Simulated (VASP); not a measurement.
# Ge (Fmmm) in VASP: a series of runs

The runs below take Ge through single point, with LDA.

Everything below comes from runs of VASP 6.6.1. Logs are shortened: lines on timing, memory, paths and dates and some standing lists are left out, and cuts for length are marked.

### 1 The cell of the first run

It takes space group Fmmm (No. 69, orthorhombic). Conventional cell: a = 5.117 Å, b = 5.613 Å, c = 9.951 Å, α = 90.00°, β = 90.00°, γ = 90.00°. Within 3.5 Å of Ge (site symmetry mm2) lie 8 Ge at 2.64 to 3.08 Å. Within 3.4 Å of Ge (site symmetry m2m) lie 8 Ge at 2.54 to 3.08 Å.

### 2 Single point, LDA

Contents of INCAR:

```
ALGO = Normal ; EDIFF = 1E-7
ENCUT = 520 ; GGA = CA
ISIF = 2 ; ISMEAR = 0
LASPH = T ; LCHARG = F
LREAL = F ; LWAVE = F
NBANDS = 36 ; NELM = 100
PREC = Accurate ; SIGMA = 0.15
```

Contents of KPOINTS:

```
k-points
0
Gamma
  6 6 6
```

Contents of POSCAR:

```
Ge
1.0
    0.0000000000      2.8066384794      4.9754337547
    2.5583949074      0.0000000000      4.9754337547
    2.5583949074      2.8066384794      0.0000000000
Ge
4
Direct
    0.7818700000      0.7818700000      0.2181300000
    0.2181300000      0.2181300000      0.7818700000
    0.2735100000      0.7264900000      0.2735100000
    0.7264900000      0.2735100000      0.7264900000
```

Potentials or basis: VASP PAW LDA potentials, release 64 (Ge_d).

Launch:

```sh
$ cat potpaw_LDA.64/Ge_d/POTCAR > POTCAR
$ mpirun -np 1 vasp_std > vasp.out
```

OUTCAR:

```text
EDIFF = 1E-7
   ENCUT = 520
   GGA = CA
   ISIF = 2
   ISMEAR = 0
   LASPH = T
   LREAL = F
   NELM = 100
   PREC = Accurate

 ion  position               nearest neighbor table
   1  0.782  0.782  0.218-   2 2.64   2 2.64   3 2.66   4 2.66   2 2.88   2 2.88
   2  0.218  0.218  0.782-   1 2.64   1 2.64   3 2.66   4 2.66   1 2.88   1 2.88
   3  0.274  0.726  0.274-   4 2.54   4 2.57   4 2.57   2 2.66   1 2.66
   4  0.726  0.274  0.726-   3 2.54   3 2.57   3 2.57   2 2.66   1 2.66

  LATTYP: Found a face centered orthorhombic cell.
 ALAT       =     5.1167898148
 B/A-ratio  =     1.0970309827
 C/A-ratio  =     1.9447481467

  Lattice vectors:

 A1 = (   0.0000000000,   2.8066384794,   4.9754337547)
 A2 = (   2.5583949074,   0.0000000000,   4.9754337547)
 A3 = (   2.5583949074,   2.8066384794,   0.0000000000)

Analysis of symmetry for initial positions (statically):
=====================================================================
 Subroutine PRICEL returns:
 Original cell was already a primitive cell.

 Routine SETGRP: Setting up the symmetry group for a
 face centered orthorhombic supercell.

 Subroutine GETGRP returns: Found  8 space group operations
 (whereof  8 operations were pure point group operations)
 out of a pool of  8 trial point group operations.

The static configuration has the point symmetry D_2h.

Analysis of symmetry for dynamics (positions and initial velocities):
=====================================================================
 Subroutine PRICEL returns:
 Original cell was already a primitive cell.

 Routine SETGRP: Setting up the symmetry group for a
 face centered orthorhombic supercell.

 Subroutine GETGRP returns: Found  8 space group operations
 (whereof  8 operations were pure point group operations)
 out of a pool of  8 trial point group operations.

The dynamic configuration has the point symmetry D_2h.

 Subroutine INISYM returns: Found  8 space group operations
 (whereof  8 operations are pure point group operations),
 and found     1 'primitive' translations

----------------------------------------------------------------------------------------

                                     Primitive cell

  volume of cell :      71.4521

  direct lattice vectors                    reciprocal lattice vectors
     0.000000000  2.806638479  4.975433755    -0.195435036  0.178149058  0.100493751
     2.558394907  0.000000000  4.975433755     0.195435036 -0.178149058  0.100493751
     2.558394907  2.806638479  0.000000000     0.195435036  0.178149058 -0.100493751

  length of vectors
     5.712456617  5.594669387  3.797710370     0.282897391  0.282897391  0.282897391

  position of ions in fractional coordinates (direct lattice)
     0.781870000  0.781870000  0.218130000
     0.218130000  0.218130000  0.781870000
     0.273510000  0.726490000  0.273510000
     0.726490000  0.273510000  0.726490000

  ion indices of the primitive-cell ions
   primitive index   ion index
                 1           1
                 2           2
                 3           3
                 4           4

----------------------------------------------------------------------------------------

 KPOINTS: k-points

Automatic generation of k-mesh.
 Grid dimensions read from file:
 generate k-points for:    6    6    6

 Generating k-lattice:

  Cartesian coordinates                     Fractional coordinates (reciprocal lattice)
    -0.032572506  0.029691510  0.016748958     0.166666667  0.000000000  0.000000000
     0.032572506 -0.029691510  0.016748958     0.000000000  0.166666667  0.000000000
     0.032572506  0.029691510 -0.016748958     0.000000000  0.000000000  0.166666667

  Length of vectors
     0.047149565  0.047149565  0.047149565

  Shift w.r.t. Gamma in fractional coordinates (k-lattice)
     0.000000000  0.000000000  0.000000000

 Subroutine IBZKPT returns following result:
 ===========================================

 Found     46 irreducible k-points:

 Following reciprocal coordinates:
            Coordinates               Weight
  0.000000  0.000000  0.000000      1.000000
  0.166667 -0.000000  0.000000      8.000000
  0.333333 -0.000000  0.000000      8.000000
  0.500000  0.000000  0.000000      4.000000
  0.166667  0.166667  0.000000      2.000000
  0.333333  0.166667  0.000000      8.000000
[... 16 lines left out ...]
 -0.166667  0.166667  0.166667      8.000000
  0.500000  0.333333  0.166667      4.000000
 [... further k-points ...]
   k-points           NKPTS =     46   k-points in BZ     NKDIM =     46   number of bands    NBANDS=     36
   number of dos      NEDOS =    301   number of ions     NIONS =      4
   total plane-waves  NPLWV =  49392
   dimension x,y,z NGX =    42 NGY =   42 NGZ =   28
   dimension x,y,z NGXF=    84 NGYF=   84 NGZF=   56
   ions per type =               4
   NGX,Y,Z   is equivalent  to a cutoff of  12.22, 12.48, 12.26 a.u.
   NGXF,Y,Z  is equivalent  to a cutoff of  24.45, 24.96, 24.51 a.u.
 SYSTEM =  unknown system
   PREC   = accura    normal or accurate (medium, high low for compatibility)
   ISTART =      0    job   : 0-new  1-cont  2-samecut
   ICHARG =      2    charge: 1-file 2-atom 10-const
   ISPIN  =      1    spin polarized calculation?
   LNONCOLLINEAR =      F non collinear calculations
   LSORBIT =      F    spin-orbit coupling
   LASPH  =      T    aspherical Exc in radial PAW
   ENCUT  =  520.0 eV  38.22 Ry    6.18 a.u.  10.62 10.40  7.06*2*pi/ulx,y,z
   NELM   =    100;   NELMIN=  2; NELMDL= -5     # of ELM steps
   EDIFF  = 0.1E-06   stopping-criterion for ELM
   LREAL  =      F    real-space projection
   EDIFFG = 0.1E-05   stopping-criterion for IOM
   NSW    =      0    number of steps for IOM
   IBRION =     -1    ionic relax: 0-MD 1-quasi-New 2-CG
   NFREE  =      0    steps in history (QN), initial steepest desc. (CG)
   ISIF   =      2    stress and relaxation
   ISYM   =      2    0-nonsym 1-usesym 2-fastsym
   POTIM  = 0.5000    time-step for ionic-motion
   TEBEG  =    0.0;   TEEND  =   0.0 temperature during run
   PSTRESS=    0.0 pullay stress
   NELECT =      56.0000    total number of electrons
   NUPDOWN=      -1.0000    fix difference up-down
   EMIN   =  10.00;   EMAX   =-10.00  energy-range for DOS
   EFERMI =   0.00;   METHOD = LEGACY
   ISMEAR =     0;   SIGMA  =   0.15  broadening in eV -4-tet -1-fermi 0-gaus
   EFERMI_NEDOS =   21; number of points for ismear=-14 and -15
   IALGO  =     38    algorithm
   IMIX   =      4    mixing-type and parameters
     AMIX     =   0.40;   BMIX     =  1.00
     AMIX_MAG =   1.60;   BMIX_MAG =  1.00
  volume/ion in A,a.u.               =      17.86       120.55
  Fermi-wavevector in a.u.,A,eV,Ry     =   1.509382  2.852318 30.997257  2.278234
  Thomas-Fermi vector in A             =   2.619712
   LORBIT       =      0    0 simple, 1 ext, 2 COOP (PROOUT), +10 PAW based schemes
   GGA     = CA    functional components
   LHFCALC =     F    Hartree Fock is set to
   AEXX    =    0.0000 exact exchange contribution
   IVDW    =     0    specifies the selected vdW correction
   LEPSILON=     F    determine dielectric tensor
   LRPA    =     F    only Hartree local field effects (RPA)
 non-spin polarized calculation
 Gauss-broadening in eV      SIGMA  =   0.15
  energy-cutoff  :      520.00
  volume of cell :       71.45
 maximum number of plane-waves:      1958
   NGX = 21   NGY = 21   NGZ = 15

 number of electron      55.9999999 magnetization

 Free energy of the ion-electron system (eV)
  ---------------------------------------------------
  ext. energy  EPLUGINS =         0.00000000
  ---------------------------------------------------
  free energy    TOTEN  =       -20.00639047 eV

  energy without entropy =      -19.98982954  energy(sigma->0) =      -19.99811001

 E-fermi :   7.0009     XC(G=0): -11.7881

 val. band max:        6.9887609893   @ k =   0.5000  -0.3333   0.1667
 cond. band min:       7.0112859550   @ k =  -0.3333   0.0000   0.1667
 fundamental gap:      0.0225249657
 Fermi energy:         7.0009057031

 k-point     1 :       0.0000    0.0000    0.0000
  band No.  band energies     occupation
      1     -17.9883      2.00000
      2     -17.9085      2.00000
      3     -17.8738      2.00000
      4     -17.8737      2.00000
      5     -17.8548      2.00000
      6     -17.8418      2.00000
[... 28 lines left out ...]
     35      14.6073      0.00000
     36      14.8516      0.00000

 k-point     2 :       0.1667   -0.0000    0.0000
  band No.  band energies     occupation
      1     -17.9681      2.00000
      2     -17.8979      2.00000
      3     -17.8731      2.00000
      4     -17.8616      2.00000
      5     -17.8466      2.00000
      6     -17.8434      2.00000
[... 28 lines left out ...]
     35      13.8536      0.00000
     36      14.4715      0.00000

 k-point     3 :       0.3333   -0.0000    0.0000
  band No.  band energies     occupation
      1     -17.9137      2.00000
      2     -17.8758      2.00000
      3     -17.8734      2.00000
      4     -17.8515      2.00000
      5     -17.8313      2.00000
      6     -17.8241      2.00000
[... 28 lines left out ...]
     35      13.8922      0.00000
     36      14.1089      0.00000
[... 742 lines left out ...]
 k-point    23 :      -0.1667    0.1667    0.1667
  band No.  band energies     occupation
      1     -17.9017      2.00000
      2     -17.8862      2.00000
      3     -17.8672      2.00000
      4     -17.8495      2.00000
      5     -17.8387      2.00000
      6     -17.8186      2.00000
[... 28 lines left out ...]
     35      14.5701      0.00000
     36      14.9096      0.00000

 k-point    24 :       0.5000    0.3333    0.1667
  band No.  band energies     occupation
      1     -17.9661      2.00000
      2     -17.8814      2.00000
      3     -17.8682      2.00000
      4     -17.8603      2.00000
      5     -17.8502      2.00000
      6     -17.8404      2.00000
[... 28 lines left out ...]
     35      13.2375      0.00000
     36      14.1445      0.00000

 [... further k-points ...]

------------------------ aborting loop because EDIFF is reached ----------------------------------------

  FORCE on cell =-STRESS in cart. coord.  units (eV):
  Direction    XX          YY          ZZ          XY          YZ          ZX
  --------------------------------------------------------------------------------------
  -------------------------------------------------------------------------------------
  Total        1.3705819      0.3355387     -0.2201794     -0.0000000      0.0000000      0.0000000
  in kB       30.7326909      7.5238163     -4.9371047     -0.0000000      0.0000000      0.0000000
  external PRESSURE =      11.1064675 kB  Pullay stress =       0.0000000 kB

 VOLUME and BASIS-vectors are now :
 -----------------------------------------------------------------------------
  energy-cutoff  :      520.00
  volume of cell :       71.45
      direct lattice vectors                 reciprocal lattice vectors
     0.000000000  2.806638479  4.975433755    -0.195435036  0.178149058  0.100493751
     2.558394907  0.000000000  4.975433755     0.195435036 -0.178149058  0.100493751
     2.558394907  2.806638479  0.000000000     0.195435036  0.178149058 -0.100493751

 POSITION                                       TOTAL-FORCE (eV/Angst)
 -----------------------------------------------------------------------------------
      2.55839      2.80664      7.78028         0.000000      0.000000     -0.073686
      2.55839      2.80664      2.17058         0.000000      0.000000      0.073686
      2.55839      1.53529      4.97543         0.000000      0.020933     -0.000000
      2.55839      4.07799      4.97543         0.000000     -0.020933     -0.000000
 -----------------------------------------------------------------------------------
    total drift:                                0.000000      0.000000      0.000000

  FREE ENERGIE OF THE ION-ELECTRON SYSTEM (eV)
  ---------------------------------------------------
  free  energy   TOTEN  =       -20.0063904700 eV

  energy  without entropy=      -19.9898295434  energy(sigma->0) =      -19.99811001
```

Wall time 60 s (1 thread of Intel Xeon 6975P-C (Granite Rapids), shared host); peak memory 0.22 GiB.

Results:

* Free energy: -20.0064 eV
* Pressure: 1.1 GPa
* Largest force: 0.074 eV/Å
* Band gap on the k mesh: zero (band 28 reaches 8.57 eV, above the bottom of band 29 at 4.93 eV)

Forces on the atoms (eV/Å):
```
Ge   0.000  0.000 -0.074
Ge   0.000  0.000  0.074
Ge   0.000  0.021  0.000
Ge   0.000 -0.021  0.000
```

Levels at points of the mesh, in eV from the Fermi level:
| k point | band 25 | band 26 | band 27 | band 28 | band 29 | band 30 | band 31 | band 32 |
| --- | --- | --- | --- | --- | --- | --- | --- | --- |
| (0.00, 0.00, 0.00) | -2.80 | -2.61 | -2.22 | -2.07 | -1.79 | 2.81 | 3.60 | 4.27 |
| (0.50, 0.00, 0.00) | -2.06 | -1.79 | -0.97 | 0.73 | 0.94 | 1.07 | 2.48 | 2.59 |
| (0.50, 0.50, 0.00) | -2.40 | -2.07 | -0.30 | 0.71 | 1.06 | 1.40 | 2.03 | 2.85 |
| (0.50, 0.00, 0.50) | -5.06 | -4.52 | -3.39 | -2.84 | -1.47 | -1.04 | 3.85 | 5.14 |
| (0.00, 0.50, 0.50) | -6.25 | -5.74 | -3.41 | -2.31 | -2.07 | 2.68 | 3.92 | 4.24 |

### 3 Single point, LDA

This run uses another cell than the first one, of 18.38 Å³/atom, 1.029 times its volume.

Contents of INCAR:

```
SYSTEM = Ge
PREC = Accurate
ENCUT = 520
EDIFF = 1E-7
ISMEAR = 0
SIGMA = 0.15
LREAL = .FALSE.
LASPH = .TRUE.
NELM = 80
ALGO = Normal
ISIF = 2
LWAVE = .FALSE.
LCHARG = .FALSE.
GGA = CA
NBANDS = 36
```

Contents of KPOINTS:

```
regular mesh
0
G
  6 6 6
  0 0 0
```

Contents of POSCAR:

```
Ge
1.0
    0.0000000000      2.8334978959      5.0230484541
    2.5828786429      0.0000000000      5.0230484541
    2.5828786429      2.8334978959      0.0000000000
Ge
4
Direct
    0.7818700000      0.7818700000      0.2181300000
    0.2181300000      0.2181300000      0.7818700000
    0.2735100000      0.7264900000      0.2735100000
    0.7264900000      0.2735100000      0.7264900000
```

Potentials or basis: VASP PAW LDA potentials, release 64 (Ge_d).

Launch:

```sh
$ cat potpaw_LDA.64/Ge_d/POTCAR > POTCAR
$ mpirun -np 1 vasp_std > vasp.out
```

It took 57 s on 1 thread of Intel Xeon 6975P-C (Granite Rapids), shared host; peak memory 0.24 GiB.

Results (log left out):

| Quantity | Value |
| --- | --- |
| Free energy | -20.0062 eV |
| Pressure | -1.2 GPa |
| Largest force | 0.042 eV/Å |
| Band gap on the k mesh | zero (band 28 reaches 8.17 eV, above the bottom of band 29 at 4.68 eV) |

Forces on the atoms (eV/Å):
```
Ge   0.000  0.000 -0.042
Ge   0.000  0.000  0.042
Ge   0.000  0.007  0.000
Ge   0.000 -0.007  0.000
```

Stress tensor (GPa, compression positive):
```
 0.62  0.00  0.00
 0.00 -1.68  0.00
 0.00  0.00 -2.59
```

Levels at points of the mesh, in eV from the Fermi level:
| k point | band 24 | band 25 | band 26 | band 27 | band 28 | band 29 | band 30 | band 31 | band 32 | band 33 |
| --- | --- | --- | --- | --- | --- | --- | --- | --- | --- | --- |
| (0.00, 0.00, 0.00) | -3.74 | -2.87 | -2.52 | -2.15 | -1.99 | -1.73 | 2.86 | 3.66 | 4.17 | 6.49 |
| (0.50, 0.00, 0.00) | -7.27 | -2.06 | -1.74 | -0.92 | 0.74 | 0.94 | 1.09 | 2.39 | 2.49 | 3.59 |
| (0.50, 0.50, 0.00) | -4.55 | -2.32 | -1.99 | -0.29 | 0.61 | 1.03 | 1.28 | 2.00 | 2.78 | 4.99 |
| (0.50, 0.00, 0.50) | -7.51 | -4.90 | -4.37 | -3.33 | -2.78 | -1.39 | -0.96 | 3.71 | 4.96 | 7.23 |
| (0.00, 0.50, 0.50) | -6.42 | -6.05 | -5.56 | -3.46 | -2.23 | -2.00 | 2.73 | 3.84 | 4.14 | 6.13 |
